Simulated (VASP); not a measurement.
# TiAl (Pm-3m) in VASP: further runs, part 2 of 2

VASP 6.6.1.

## 4. Vibrations by perturbation theory, PBE

This run uses another cell than the first one, of 16.06 Å³/atom.

Input file INCAR:

```
ALGO     = Normal         # electronic algorithm
EDIFF    = 1E-8           # SCF threshold, eV
ENCUT    = 520            # plane-wave cutoff, eV
GGA      = PE             # functional
IBRION   = 8              # ionic algorithm
ISIF     = 2              # what is computed and relaxed
ISMEAR   = -1             # smearing method
LASPH    = T              # aspherical terms in the spheres
LCHARG   = F              # write CHGCAR
LREAL    = F              # projectors in reciprocal space
LWAVE    = F              # write WAVECAR
NELM     = 60             # most SCF steps
NSW      = 1              # ionic steps
PREC     = Accurate       # precision mode
SIGMA    = 0.05           # smearing width, eV
```

Input file KPOINTS:

```
k-points
0
Gamma
  6 6 6
```

Input file POSCAR:

```
TiAl
1.0
    3.1790640000      0.0000000000      0.0000000000
    0.0000000000      3.1790640000      0.0000000000
    0.0000000000      0.0000000000      3.1790640000
Ti Al
1 1
Direct
    0.0000000000      0.0000000000      0.0000000000
    0.5000000000      0.5000000000      0.5000000000
```

Potentials or basis: VASP PAW PBE potentials, release 64 (Ti_sv, Al).

Command:

```bash
cat potpaw_PBE.64/Ti_sv/POTCAR potpaw_PBE.64/Al/POTCAR > POTCAR
mpirun -np 1 vasp_std > vasp.out
```

OUTCAR:

```text
EDIFF = 1E-8
   ENCUT = 520
   GGA = PE
   IBRION = 8
   ISIF = 2
   ISMEAR = -1
   LASPH = T
   LREAL = F
   NELM = 60
   NSW = 1
   PREC = Accurate

 ion  position               nearest neighbor table
   1  0.000  0.000  0.000-   2 2.75   2 2.75   2 2.75   2 2.75   2 2.75   2 2.75   2 2.75   2 2.75

   2  0.500  0.500  0.500-   1 2.75   1 2.75   1 2.75   1 2.75   1 2.75   1 2.75   1 2.75   1 2.75

  LATTYP: Found a simple cubic cell.
 ALAT       =     3.1790640000

  Lattice vectors:

 A1 = (   3.1790640000,   0.0000000000,   0.0000000000)
 A2 = (   0.0000000000,   3.1790640000,   0.0000000000)
 A3 = (   0.0000000000,   0.0000000000,   3.1790640000)

Analysis of symmetry for initial positions (statically):
=====================================================================
 Subroutine PRICEL returns:
 Original cell was already a primitive cell.

 Routine SETGRP: Setting up the symmetry group for a
 simple cubic supercell.

 Subroutine GETGRP returns: Found 48 space group operations
 (whereof 48 operations were pure point group operations)
 out of a pool of 48 trial point group operations.

The static configuration has the point symmetry O_h .

Analysis of symmetry for dynamics (positions and initial velocities):
=====================================================================
 Subroutine PRICEL returns:
 Original cell was already a primitive cell.

 Routine SETGRP: Setting up the symmetry group for a
 simple cubic supercell.

 Subroutine GETGRP returns: Found 48 space group operations
 (whereof 48 operations were pure point group operations)
 out of a pool of 48 trial point group operations.

The dynamic configuration has the point symmetry O_h .

 Subroutine INISYM returns: Found 48 space group operations
 (whereof 48 operations are pure point group operations),
 and found     1 'primitive' translations

----------------------------------------------------------------------------------------

                                     Primitive cell

  volume of cell :      32.1290

  direct lattice vectors                    reciprocal lattice vectors
     3.179064000  0.000000000  0.000000000     0.314557996  0.000000000  0.000000000
     0.000000000  3.179064000  0.000000000     0.000000000  0.314557996  0.000000000
     0.000000000  0.000000000  3.179064000     0.000000000  0.000000000  0.314557996

  length of vectors
     3.179064000  3.179064000  3.179064000     0.314557996  0.314557996  0.314557996

  position of ions in fractional coordinates (direct lattice)
     0.000000000  0.000000000  0.000000000
     0.500000000  0.500000000  0.500000000

  ion indices of the primitive-cell ions
   primitive index   ion index
                 1           1
                 2           2

[... 133 lines left out ...]
      9      10.5920      0.00000
     10      10.5920      0.00000
     11      13.1872      0.00000
[... 254 lines left out ...]
  band No.  band energies     occupation
      1     -48.0645      2.00000
      2     -24.4353      2.00000
      3     -24.4353      2.00000
      4     -24.4353      2.00000
      5       5.6874      2.00000
      6       5.6874      2.00000
      7       5.6874      2.00000
      8       9.3982      0.00001
      9      11.5771      0.00000
     10      11.5771      0.00000
     11      11.6933      0.00000

------------------------ aborting loop because EDIFF is reached ----------------------------------------

  FORCE on cell =-STRESS in cart. coord.  units (eV):
  Direction    XX          YY          ZZ          XY          YZ          ZX
  --------------------------------------------------------------------------------------
  -------------------------------------------------------------------------------------
  Total        0.1164460      0.1164460      0.1164460     -0.0000000     -0.0000000      0.0000000
  in kB        5.8068044      5.8068044      5.8068044     -0.0000000     -0.0000000      0.0000000
  external PRESSURE =       5.8068044 kB  Pullay stress =       0.0000000 kB

 VOLUME and BASIS-vectors are now :
 -----------------------------------------------------------------------------
  energy-cutoff  :      520.00
  volume of cell :       32.13
      direct lattice vectors                 reciprocal lattice vectors
     3.179064000  0.000000000  0.000000000     0.314557996  0.000000000  0.000000000
     0.000000000  3.179064000  0.000000000     0.000000000  0.314557996  0.000000000
     0.000000000  0.000000000  3.179064000     0.000000000  0.000000000  0.314557996

 POSITION                                       TOTAL-FORCE (eV/Angst)
 -----------------------------------------------------------------------------------
      0.00000      0.00000      0.00000         0.000000      0.000000      0.000000
      1.58953      1.58953      1.58953         0.000000      0.000000      0.000000
 -----------------------------------------------------------------------------------
    total drift:                                0.000000      0.000000      0.000000

  FREE ENERGIE OF THE ION-ELECTRON SYSTEM (eV)
  ---------------------------------------------------
  free  energy   TOTEN  =       -12.1187464216 eV

  energy  without entropy=      -12.0992856442  energy(sigma->0) =      -12.10901603

[... ionic steps 2 to 3 ...]

--------------------------------------- Ionic step        4  -------------------------------------------

------------------------ aborting loop because EDIFF is reached ----------------------------------------

[... ionic steps 5 to 6 ...]

--------------------------------------- Ionic step        7  -------------------------------------------

 Free energy of the ion-electron system (eV)
  ---------------------------------------------------
  ---------------------------------------------------
  free energy    TOTEN  =        -0.00607676 eV

  energy without entropy =       -0.00607676

------------------------ aborting loop because EDIFF is reached ----------------------------------------

 INTERNAL STRAIN TENSOR  FOR ION    2  DIRECTION 1   (eV/Angst):
 -----------------------------------------------------------------------------
    -0.05947  0.00000 -0.00000
     0.00000  0.03022 -0.00000
    -0.00000 -0.00000  0.03022

 INTERNAL STRAIN TENSOR FOR ION    2 for displacements in x,y,z  (eV/Angst):
          X           Y           Z          XY          YZ          ZX
  --------------------------------------------------------------------------------
  x     0.00000     0.00000     0.00000     0.00000     0.00000     0.00000
  y     0.00000     0.00000     0.00000     0.00000     0.00000     0.00000
  z     0.00000     0.00000     0.00000     0.00000     0.00000     0.00000

 SECOND DERIVATIVES (NOT SYMMETRIZED)
 ------------------------------------
               1X          1Y          1Z          2X          2Y          2Z
  1X    -6.298548    0.000000   -0.000000    6.298548   -0.000000    0.000000
  1Y     0.000000   -6.298548   -0.000000   -0.000000    6.298548    0.000000
  1Z    -0.000000   -0.000000   -6.298548    0.000000    0.000000    6.298548
  2X     6.295921   -0.000000    0.000000   -6.295921    0.000000   -0.000000
  2Y    -0.000000    6.295921    0.000000    0.000000   -6.295921   -0.000000
  2Z    -0.000000   -0.000000    6.295921    0.000000    0.000000   -6.295921

 Eigenvectors and eigenvalues of the dynamical matrix
 ----------------------------------------------------

   1 f  =    9.443538 THz    59.335498 2PiTHz  315.002516 cm-1    39.055317 meV
             X         Y         Z           dx          dy          dz
      0.000000  0.000000  0.000000    -0.000000   -0.600426    0.000000
      1.589532  1.589532  1.589532    -0.000000    0.799681    0.000000
[... 21 lines left out ...]
   6 f/i=    0.000946 THz     0.005944 2PiTHz    0.031554 cm-1     0.003912 meV
             X         Y         Z           dx          dy          dz
      0.000000  0.000000  0.000000    -0.000000   -0.000000   -0.799681
      1.589532  1.589532  1.589532     0.000000    0.000000   -0.600426

--------------------------------------------------------------------------------------------------------

 ELASTIC MODULI CONTR FROM IONIC RELAXATION (kBar)
 Direction    XX          YY          ZZ          XY          YZ          ZX
 --------------------------------------------------------------------------------
 XX           0.0000      0.0000      0.0000      0.0000      0.0000      0.0000
 YY           0.0000      0.0000      0.0000      0.0000      0.0000      0.0000
 ZZ           0.0000      0.0000      0.0000      0.0000      0.0000      0.0000
 XY           0.0000      0.0000      0.0000      0.0000      0.0000      0.0000
 YZ           0.0000      0.0000      0.0000      0.0000      0.0000      0.0000
 ZX           0.0000      0.0000      0.0000      0.0000      0.0000      0.0000
 --------------------------------------------------------------------------------
```

It took 88 s on 1 thread of Intel Xeon Platinum 8259CL at 2.50GHz (Skylake/Cascade Lake), shared host; peak memory 0.18 GiB.

What came out:

* Highest phonon frequency at Γ: 315 cm⁻¹

Phonon frequencies in cm⁻¹ (negative: imaginary):
| q point | frequencies |
| --- | --- |
| (0.000, 0.000, 0.000) | 0 0 0 315 315 315 |

## 5. The runs side by side

| task | level | spin | U | cell | k mesh | cutoff (eV) | smearing | dipole correction | grid for exact exchange (PRECFOCK) | share of exact exchange | screening parameter | tolerance level | gap on the mesh (eV) |
| --- | --- | --- | --- | --- | --- | --- | --- | --- | --- | --- | --- | --- | --- |
| single point | PBEsol-based screened hybrid with 25 % exact exchange+U | collinear | Ti d U = 5.0 eV | a = 3.221 Å, 2 atoms | 5 × 5 × 5 | 400 | fermi-dirac 0.05 eV | no | Normal | 0.25 | 0.207 1/Å | - | none |
| single point | PBE | off | - | a = 3.179 Å, 2 atoms | 25 × 25 × 25 | 550 | tetrahedron 0.1 eV | - | - | - | - | standard | none |
| vibrations by perturbation theory | PBE | off | - | a = 3.179 Å, 2 atoms | 6 × 6 × 6 | 520 | fermi-dirac 0.05 eV | no | - | - | - | - | - |

Alike in all rows: potentials or basis VASP PAW PBE potentials, release 64 (Ti_sv, Al).

Caveats: some runs use coarse meshes; a moment this small can come from the mesh or the smearing (at least some runs); the PAW data sets were made with another functional, which shifts forces and pressure a little (at least some runs); the U is typed as a test and isn't derived for this compound (at least some runs).

Absolute energies hang on the potentials; compare differences alone.
